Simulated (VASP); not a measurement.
# GaP (F-43m) in VASP: a series of runs, part 2 of 2

VASP 6.6.1.

### 3 Dielectric tensor, PBE

The input, INCAR:

```
SYSTEM = GaP
PREC     = Accurate       ! precision mode
ENCUT    = 520            ! plane-wave cutoff, eV
EDIFF    = 1E-8           ! SCF threshold, eV
ISMEAR   = 0              ! smearing method
SIGMA    = 0.01           ! smearing width, eV
LREAL    = .False.        ! projectors in reciprocal space
LASPH    = .True.         ! aspherical terms in the spheres
NELM     = 60             ! most SCF steps
ALGO     = Normal         ! electronic algorithm
ISIF     = 2              ! what is computed and relaxed
LWAVE    = .False.        ! write WAVECAR
LCHARG   = .False.        ! write CHGCAR
GGA      = PE             ! functional
LEPSILON = .True.         ! dielectric tensor by DFPT
```

The input, KPOINTS:

```
regular mesh
0
Gamma
  9 9 9
  0 0 0
```

The input, POSCAR:

```
GaP
1.0
    0.0000000000      2.7252500000      2.7252500000
    2.7252500000      0.0000000000      2.7252500000
    2.7252500000      2.7252500000      0.0000000000
Ga P
1 1
Direct
    0.0000000000      0.0000000000      0.0000000000
    0.2500000000      0.2500000000      0.2500000000
```

Potentials or basis: VASP PAW PBE potentials, release 64 (Ga_d, P).

Launch:

```bash
$ cat potpaw_PBE.64/Ga_d/POTCAR potpaw_PBE.64/P/POTCAR > POTCAR
$ mpirun -np 1 vasp_std > vasp.out
```

OUTCAR:

```text
SYSTEM = GaP
   PREC = Accurate
   ENCUT = 520
   EDIFF = 1E-8
   ISMEAR = 0
   LREAL = .False.
   LASPH = .True.
   NELM = 60
   ISIF = 2
   GGA = PE
   LEPSILON = .True.

 ion  position               nearest neighbor table
   1  0.000  0.000  0.000-   2 2.36   2 2.36   2 2.36   2 2.36
   2  0.250  0.250  0.250-   1 2.36   1 2.36   1 2.36   1 2.36

  LATTYP: Found a face centered cubic cell.
 ALAT       =     5.4505000000

  Lattice vectors:

 A1 = (   0.0000000000,   2.7252500000,   2.7252500000)
 A2 = (   2.7252500000,   0.0000000000,   2.7252500000)
 A3 = (   2.7252500000,   2.7252500000,   0.0000000000)

Analysis of symmetry for initial positions (statically):
=====================================================================
 Subroutine PRICEL returns:
 Original cell was already a primitive cell.

 Routine SETGRP: Setting up the symmetry group for a
 face centered cubic supercell.

 Subroutine GETGRP returns: Found 24 space group operations
 (whereof 24 operations were pure point group operations)
 out of a pool of 48 trial point group operations.

The static configuration has the point symmetry T_d .

Analysis of symmetry for dynamics (positions and initial velocities):
=====================================================================
 Subroutine PRICEL returns:
 Original cell was already a primitive cell.

 Routine SETGRP: Setting up the symmetry group for a
 face centered cubic supercell.

 Subroutine GETGRP returns: Found 24 space group operations
 (whereof 24 operations were pure point group operations)
 out of a pool of 48 trial point group operations.

The dynamic configuration has the point symmetry T_d .

 Subroutine INISYM returns: Found 24 space group operations
 (whereof 24 operations are pure point group operations),
 and found     1 'primitive' translations

----------------------------------------------------------------------------------------

                                     Primitive cell

  volume of cell :      40.4808

  direct lattice vectors                    reciprocal lattice vectors
     0.000000000  2.725250000  2.725250000    -0.183469406  0.183469406  0.183469406
     2.725250000  0.000000000  2.725250000     0.183469406 -0.183469406  0.183469406
     2.725250000  2.725250000  0.000000000     0.183469406  0.183469406 -0.183469406

  length of vectors
     3.854085511  3.854085511  3.854085511     0.317778334  0.317778334  0.317778334

  position of ions in fractional coordinates (direct lattice)
     0.000000000  0.000000000  0.000000000
     0.250000000  0.250000000  0.250000000
[... 138 lines left out ...]
     10       6.4783      0.00000
     11       8.5415      0.00000
     12       8.5415      0.00000
     13       8.5415      0.00000
[... 354 lines left out ...]
  band No.  band energies     occupation
      1     -10.0135      2.00000
      2      -9.8355      2.00000
      3      -9.8355      2.00000
      4      -9.8334      2.00000
      5      -9.7778      2.00000
      6      -5.0824      2.00000
      7      -1.8341      2.00000
      8       2.0222      2.00000
      9       2.0222      2.00000
     10       6.2501      0.00000
     11       6.6692      0.00000
     12      14.7678      0.00000
     13      14.7678      0.00000

 [... further k-points ...]

  FORCE on cell =-STRESS in cart. coord.  units (eV):
  Direction    XX          YY          ZZ          XY          YZ          ZX
  --------------------------------------------------------------------------------------
  -------------------------------------------------------------------------------------
  Total        0.6257073      0.6257073      0.6257073      0.0000000      0.0000000     -0.0000000
  in kB       24.7646836     24.7646836     24.7646836      0.0000000      0.0000000     -0.0000000
  external PRESSURE =      24.7646836 kB  Pullay stress =       0.0000000 kB

 VOLUME and BASIS-vectors are now :
 -----------------------------------------------------------------------------
  energy-cutoff  :      520.00
  volume of cell :       40.48
      direct lattice vectors                 reciprocal lattice vectors
     0.000000000  2.725250000  2.725250000    -0.183469406  0.183469406  0.183469406
     2.725250000  0.000000000  2.725250000     0.183469406 -0.183469406  0.183469406
     2.725250000  2.725250000  0.000000000     0.183469406  0.183469406 -0.183469406

 POSITION                                       TOTAL-FORCE (eV/Angst)
 -----------------------------------------------------------------------------------
      0.00000      0.00000      0.00000        -0.000000     -0.000000     -0.000000
      1.36262      1.36262      1.36262         0.000000      0.000000      0.000000
 -----------------------------------------------------------------------------------
    total drift:                                0.000002      0.000002      0.000002

  FREE ENERGIE OF THE ION-ELECTRON SYSTEM (eV)
  ---------------------------------------------------
  free  energy   TOTEN  =        -9.1175424124 eV

  energy  without entropy=       -9.1175424124  energy(sigma->0) =       -9.11754241

 HEAD OF MICROSCOPIC STATIC DIELECTRIC TENSOR (INDEPENDENT PARTICLE, excluding Hartree and local field effects)
 ------------------------------------------------------
          11.368440     0.000000     0.000000
           0.000000    11.368440     0.000000
           0.000000     0.000000    11.368440
 ------------------------------------------------------

 Free energy of the ion-electron system (eV)
  ---------------------------------------------------
  ---------------------------------------------------
  free energy    TOTEN  =        -1.18919875 eV

  energy without entropy =       -1.18919875

------------------------ aborting loop because EDIFF is reached ----------------------------------------

--------------------------------------- Ionic step        2  -------------------------------------------

------------------------ aborting loop because EDIFF is reached ----------------------------------------

--------------------------------------- Ionic step        3  -------------------------------------------

 Free energy of the ion-electron system (eV)
  ---------------------------------------------------
  ---------------------------------------------------
  free energy    TOTEN  =        -1.18919821 eV

  energy without entropy =       -1.18919821

------------------------ aborting loop because EDIFF is reached ----------------------------------------

 PIEZOELECTRIC TENSOR FIELD DIRECTION 3  (e Angst)
 -----------------------------------------------------------------------------
    -0.00020 -2.02176  0.00000           (  0.00000 -0.03421  0.00000)
    -2.02176 -0.00020  0.00000           ( -0.03421  0.00000  0.00000)
     0.00000  0.00000 -0.00167           (  0.00000  0.00000  0.00000)

 PIEZOELECTRIC TENSOR FIELD DIRECTION 3  (C/m^2)
 -----------------------------------------------------------------------------
    -0.00008 -0.80019  0.00000
    -0.80019 -0.00008  0.00000
     0.00000  0.00000 -0.00066

 MACROSCOPIC STATIC DIELECTRIC TENSOR (including local field effects in DFT)
 ------------------------------------------------------
          10.838113     0.000000    -0.000000
          -0.000000    10.838113    -0.000000
           0.000000    -0.000000    10.838113
 ------------------------------------------------------

 PIEZOELECTRIC TENSOR (including local field effects)  for field in x, y, z        (e  Angst)
          XX          YY          ZZ          XY          YZ          ZX
  --------------------------------------------------------------------------------
  x     0.00000     0.00000     0.00000    -0.00000    -2.02896    -0.00000
  y    -0.00000     0.00000    -0.00000     0.00000    -0.00000    -2.02896
  z     0.00000     0.00000    -0.00000    -2.02896     0.00000    -0.00000

 PIEZOELECTRIC TENSOR (including local field effects)  for field in x, y, z        (C/m^2)
          XX          YY          ZZ          XY          YZ          ZX
  --------------------------------------------------------------------------------
  x     0.00000     0.00000     0.00000    -0.00000    -0.80304    -0.00000
  y    -0.00000     0.00000    -0.00000     0.00000    -0.00000    -0.80304
  z     0.00000     0.00000    -0.00000    -0.80304     0.00000    -0.00000

 BORN EFFECTIVE CHARGES (including local field effects) (in |e|, cummulative output)
 ---------------------------------------------------------------------------------
 ion    1
    1     2.19518     0.00000     0.00000
    2     0.00000     2.19518     0.00000
    3     0.00000     0.00000     2.19518
 ion    2
    1    -2.19518     0.00000     0.00000
    2    -0.00000    -2.19518    -0.00000
    3     0.00000     0.00000    -2.19518
```

Wall time 7.9 min (1 thread of Intel Xeon Platinum 8259CL at 2.50GHz (Skylake/Cascade Lake), shared host); peak memory 0.31 GiB.

What came out:

```
Band gap on the k mesh                  : 1.60 eV (least direct gap 1.83 eV)
Electronic dielectric tensor (diagonal) : 10.84
Born charges (mean of the diagonal)     : Ga +2.20; P -2.20 e
```

Electronic dielectric tensor:
```
10.84  0.00  0.00
 0.00 10.84  0.00
 0.00  0.00 10.84
```

Born effective charge tensors (e):
atom 1, Ga
```
2.20 0.00 0.00
0.00 2.20 0.00
0.00 0.00 2.20
```
atom 2, P
```
-2.20  0.00  0.00
 0.00 -2.20  0.00
 0.00  0.00 -2.20
```

Caveat: an odd mesh through Γ misses points on the zone boundary, where band edges can lie.

### 4 Electric field gradients, PBE

This run uses another cell than the first one: it holds 16 atoms, not 2.

The input, INCAR:

```
ALGO     = Normal         # electronic algorithm
EDIFF    = 1E-8           # SCF threshold, eV
ENCUT    = 520            # plane-wave cutoff, eV
GGA      = PE             # functional
ISIF     = 2              # what is computed and relaxed
ISMEAR   = 0              # smearing method
LASPH    = True           # aspherical terms in the spheres
LCHARG   = False          # write CHGCAR
LEFG     = True         
LREAL    = Auto         
LWAVE    = False          # write WAVECAR
NBANDS   = 86             # bands
NELM     = 60             # most SCF steps
PREC     = Accurate       # precision mode
SIGMA    = 0.01           # smearing width, eV
```

The input, KPOINTS:

```
k-points
0
Gamma
  3 3 3
```

The input, POSCAR:

```
GaP
1.0
    0.0000000000      5.4505000000      5.4505000000
    5.4505000000      0.0000000000      5.4505000000
    5.4505000000      5.4505000000      0.0000000000
Ga P
8 8
Direct
    0.0000000000      0.0000000000      0.0000000000
    0.0000000000      0.0000000000      0.5000000000
    0.0000000000      0.5000000000      0.0000000000
    0.0000000000      0.5000000000      0.5000000000
    0.5000000000      0.0000000000      0.0000000000
    0.5000000000      0.0000000000      0.5000000000
    0.5000000000      0.5000000000      0.0000000000
    0.5000000000      0.5000000000      0.5000000000
    0.1250000000      0.1250000000      0.1250000000
    0.1250000000      0.1250000000      0.6250000000
    0.1250000000      0.6250000000      0.1250000000
    0.1250000000      0.6250000000      0.6250000000
    0.6250000000      0.1250000000      0.1250000000
    0.6250000000      0.1250000000      0.6250000000
    0.6250000000      0.6250000000      0.1250000000
    0.6250000000      0.6250000000      0.6250000000
```

Potentials or basis: VASP PAW PBE potentials, release 64 (Ga_d, P).

Launch:

```bash
$ cat potpaw_PBE.64/Ga_d/POTCAR potpaw_PBE.64/P/POTCAR > POTCAR
$ mpirun -np 1 vasp_std > vasp.out
```

OUTCAR:

```text
EDIFF = 1E-8
   ENCUT = 520
   GGA = PE
   ISIF = 2
   ISMEAR = 0
   LASPH = True
   LREAL = Auto
   NELM = 60
   PREC = Accurate

 ion  position               nearest neighbor table
   1  0.000  0.000  0.000-   9 2.36  10 2.36  11 2.36  13 2.36
   2  0.000  0.000  0.500-  10 2.36   9 2.36  12 2.36  14 2.36
   3  0.000  0.500  0.000-  11 2.36   9 2.36  12 2.36  15 2.36
   4  0.000  0.500  0.500-  12 2.36  11 2.36  10 2.36  16 2.36
   5  0.500  0.000  0.000-  13 2.36   9 2.36  14 2.36  15 2.36
   6  0.500  0.000  0.500-  14 2.36  13 2.36  10 2.36  16 2.36
[... 8 lines left out ...]
  15  0.625  0.625  0.125-   7 2.36   5 2.36   3 2.36   8 2.36
  16  0.625  0.625  0.625-   8 2.36   6 2.36   7 2.36   4 2.36
[... 6 lines left out ...]
 A1 = (   0.0000000000,   5.4505000000,   5.4505000000)
 A2 = (   5.4505000000,   0.0000000000,   5.4505000000)
 A3 = (   5.4505000000,   5.4505000000,   0.0000000000)

Analysis of symmetry for initial positions (statically):
=====================================================================
 Subroutine PRICEL returns following result:

  LATTYP: Found a face centered cubic cell.
 ALAT       =     5.4505000000

  Lattice vectors:

[... 563 lines left out ...]
  free  energy   TOTEN  =       -72.8283463083 eV

  energy  without entropy=      -72.8283463083  energy(sigma->0) =      -72.82834631

 Electric field gradients (V/A^2)
---------------------------------------------------------------------
 ion       V_xx      V_yy      V_zz      V_xy      V_xz      V_yz
---------------------------------------------------------------------
   1      -0.000    -0.000     0.000    -0.001    -0.001    -0.001
   2      -0.000    -0.000     0.000    -0.001    -0.001    -0.001
   3      -0.000    -0.000     0.000    -0.001    -0.001    -0.001
   4      -0.000    -0.000     0.000    -0.001    -0.001    -0.001
   5      -0.000    -0.000     0.000    -0.001    -0.001    -0.001
   6      -0.000    -0.000     0.000    -0.001    -0.001    -0.001
[... 8 lines left out ...]
  15       0.000     0.000     0.000    -0.000    -0.000    -0.000
  16      -0.000     0.000     0.000    -0.000    -0.000    -0.000
---------------------------------------------------------------------

 Electric field gradients after diagonalization (V/A^2)
 (convention: |V_zz| > |V_xx| > |V_yy|)
----------------------------------------------------------------------
 ion       V_xx      V_yy      V_zz     asymmetry (V_yy - V_xx)/ V_zz
----------------------------------------------------------------------
   1       0.001     0.001    -0.002       0.000
   2       0.001     0.001    -0.002       0.000
   3       0.001     0.001    -0.002       0.000
   4       0.001     0.001    -0.002       0.000
   5       0.001     0.001    -0.002       0.000
   6       0.001     0.001    -0.002       0.000
[... 8 lines left out ...]
  15       0.000     0.000    -0.000       0.000
  16       0.000     0.000    -0.000       0.000
----------------------------------------------------------------------

           NMR quadrupolar parameters

 Cq : quadrupolar parameter    Cq=e*Q*V_zz/h
 eta: asymmetry parameters     (V_yy - V_xx)/ V_zz
 Q  : nuclear electric quadrupole moment in mb (millibarn)
----------------------------------------------------------------------
 ion       Cq(MHz)       eta       Q (mb)
----------------------------------------------------------------------
   1      -0.000       0.000       1.000
   2      -0.000       0.000       1.000
   3      -0.000       0.000       1.000
   4      -0.000       0.000       1.000
   5      -0.000       0.000       1.000
   6      -0.000       0.000       1.000
[... 8 lines left out ...]
  15      -0.000       0.000       1.000
  16      -0.000       0.000       1.000
----------------------------------------------------------------------
```

OSZICAR:

```text
N       E                     dE             d eps       ncg     rms          rms(c)
DAV:   1     0.160303648749E+04    0.16030E+04   -0.61421E+04   780   0.250E+03
DAV:   2     0.280392108018E+03   -0.13226E+04   -0.12761E+04   704   0.731E+02
DAV:   3    -0.422568771495E+02   -0.32265E+03   -0.30006E+03   842   0.226E+02
DAV:   4    -0.728015889919E+02   -0.30545E+02   -0.29934E+02   800   0.666E+01
DAV:   5    -0.749654249136E+02   -0.21638E+01   -0.21535E+01   972   0.182E+01    0.122E+01
DAV:   6    -0.730003310687E+02    0.19651E+01   -0.46334E+00  1008   0.160E+01    0.749E+00
DAV:   7    -0.728189348142E+02    0.18140E+00   -0.20138E+00   796   0.401E+00    0.297E+00
DAV:   8    -0.728250686052E+02   -0.61338E-02   -0.31414E-01   834   0.431E+00    0.591E-01
DAV:   9    -0.728263807815E+02   -0.13122E-02   -0.50065E-02   824   0.198E+00    0.139E-01
DAV:  10    -0.728276452889E+02   -0.12645E-02   -0.89716E-03   932   0.369E-01    0.874E-02
DAV:  11    -0.728283955926E+02   -0.75030E-03   -0.13193E-03   768   0.159E-01    0.350E-02
DAV:  12    -0.728283430261E+02    0.52566E-04   -0.24724E-04   858   0.140E-01    0.152E-02
DAV:  13    -0.728283460337E+02   -0.30076E-05   -0.10083E-04   984   0.309E-02    0.978E-03
DAV:  14    -0.728283458721E+02    0.16160E-06   -0.98446E-06   832   0.188E-02    0.609E-03
DAV:  15    -0.728283461897E+02   -0.31757E-06   -0.95562E-07   888   0.846E-03    0.294E-03
DAV:  16    -0.728283462685E+02   -0.78864E-07   -0.17726E-06   960   0.996E-03    0.915E-04
DAV:  17    -0.728283463143E+02   -0.45758E-07   -0.23380E-07   792   0.173E-03    0.105E-03
DAV:  18    -0.728283463083E+02    0.60390E-08   -0.82168E-09   464   0.583E-04
   1 F= -.72828346E+02 E0= -.72828346E+02  d E =-.409074E-26
```

Run time: 4.6 min. Hardware: 1 thread of Intel Xeon Platinum 8259CL at 2.50GHz (Skylake/Cascade Lake), shared host; peak memory 0.49 GiB.

What came out:

* Free energy: -72.8283 eV
* Pressure: 2.5 GPa
* Band gap on the k mesh: 1.65 eV
* Largest electric field gradient by atom: zero within the noise of the run

Levels at points of the mesh, in eV from the valence-band top:
```
           k point  band 69  band 70  band 71  band 72  band 73  band 74  band 75  band 76
(0.00, 0.00, 0.00)    -1.12     0.00     0.00     0.00     1.65     1.65     1.65     1.67
```

Caveat: an odd mesh through Γ misses points on the zone boundary, where band edges can lie.

### 5 Overview

| task | cell | k mesh | smearing | gap on the mesh (eV) | pressure (GPa) |
| --- | --- | --- | --- | --- | --- |
| electric field gradients | a = 3.854 Å, angles 60.0°, 2 atoms, atomic positions A | 9 × 9 × 9 | fermi-dirac 0.02 eV | 1.60 | 2.5 |
| dielectric tensor | a = 3.854 Å, angles 60.0°, 2 atoms, atomic positions A | 9 × 9 × 9 | gaussian 0.01 eV | 1.60 | - |
| electric field gradients | a = 7.708 Å, angles 60.0°, 16 atoms, atomic positions B | 3 × 3 × 3 | gaussian 0.01 eV | 1.65 | 2.5 |

Alike in all rows: level PBE; potentials or basis VASP PAW PBE potentials, release 64 (Ga_d, P); no spin polarisation; cutoff (eV) 520.

Caveats: an odd mesh through Γ misses points on the zone boundary, where band edges can lie.

Total energies depend on the potentials used, so only differences within one code and one set of settings carry meaning.
